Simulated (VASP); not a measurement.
Runs of VASP 6.6.1 on As3RuW. The structure is that of space group Pm-3m (No. 221), or close to it. The cells are those of the table. 

```csv
task,cell,k mesh,cutoff (eV),gap on the mesh (eV),pressure (GPa),relaxed volume (Å³/atom)
single point,"a = 4.807 Å, 5 atoms",4 × 4 × 4,520,none,0.4,-
single point,"a = 4.813 Å, 5 atoms",8 × 8 × 8,520,none,0.1,-
relaxation of cell and atoms,"relaxed from a = 4.807 Å, 5 atoms",8 × 8 × 8,600,none,0.0,(a)
relaxation of cell and atoms,"relaxed from a = 4.425 Å, 5 atoms",4 × 4 × 4,600,none,0.0,22.30
```

Alike in all rows: level PBE; potentials or basis VASP PAW PBE potentials, release 64 (As, Ru_pv, W_sv); no spin polarisation; smearing gaussian 0.1 eV.

**Question.** Fill in the values left out.

**Answer.** (a) 22.32.

Caveats: spin-orbit coupling is left out, which moves the levels of the heavy elements; the volume moved by over 15 % at a fixed basis, so the end points are rough (some runs).

A k mesh can miss the band edges, and the runs leave out spin-orbit coupling on As, Ru, W.

A gap of «none» marks levels without a gap at the run's occupations.
